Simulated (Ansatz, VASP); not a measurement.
One calculation of ZnS, two programs

```xyz
8
Lattice="1.9040 1.0993 12.4576 -1.9040 1.0993 12.4576 0.0000 -2.1986 12.4576" Properties=species:S:1:pos:R:3 pbc="T T T"
Zn    0.0000    0.0000   21.8015
Zn    0.0000    0.0000   37.3709
Zn    0.0000    0.0000   15.5699
Zn    0.0000    0.0000    6.2288
S     0.0000    0.0000   13.2331
S     0.0000    0.0000    3.8929
S     0.0000    0.0000   19.4675
S     0.0000    0.0000   35.0369
```

Alike in both runs: task single point; functional PBEsol; k mesh 6 × 6 × 6; occupations fermi-dirac, width 0.02 eV; no spin polarisation.

```csv
,VASP,Ansatz
version,VASP 6.6.1,Ansatz 0.2.0
potentials or method,"VASP PAW PBE potentials, release 64 (Zn, S), cutoff 520 eV","plane waves, PAW"
valence electrons in the cell,72,72
```

|  | VASP | Ansatz | Ansatz less VASP |
| --- | --- | --- | --- |
| gap on the k mesh at the Fermi level (eV) | 2.05 | 2.05 | -0.005 |

VASP's potentials were made for PBE, not for PBEsol.
